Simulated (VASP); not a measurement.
A run of VASP 6.6.1:

Contents of INCAR:

```
PREC = Accurate
ENCUT = 520
EDIFF = 1E-7
ISMEAR = 1
SIGMA = 0.1
LREAL = F
LASPH = T
NELM = 60
ALGO = Normal
ISIF = 2
LWAVE = F
LCHARG = F
GGA = PS
NBANDS = 18
```

The input KPOINTS:

```
Automatic mesh
0
Gamma
  11 11 6
```

File POSCAR:

```
Ag
1.0
    2.9300000000      0.0000000000      0.0000000000
   -1.4650000000      2.5374544300      0.0000000000
    0.0000000000      0.0000000000      4.7900000000
Ag
2
Direct
    0.3333333333      0.6666666667      0.2500000000
    0.6666666667      0.3333333333      0.7500000000
```

Potentials or basis: VASP PAW PBE potentials, release 64 (Ag).

The run is started by

```bash
$ cat potpaw_PBE.64/Ag/POTCAR > POTCAR
$ mpirun -np 1 vasp_std > vasp.out
```

Hardware: 1 thread of AMD EPYC 7R13 Processor (Zen 3), on a shared host.

**Question.** Estimate the wall time of this run.

**Answer.** Wall time 31 s on 1 thread of AMD EPYC 7R13 Processor (Zen 3) (shared host), peak memory 0.14 GiB. Counts: scf iterations 11, k points 64.
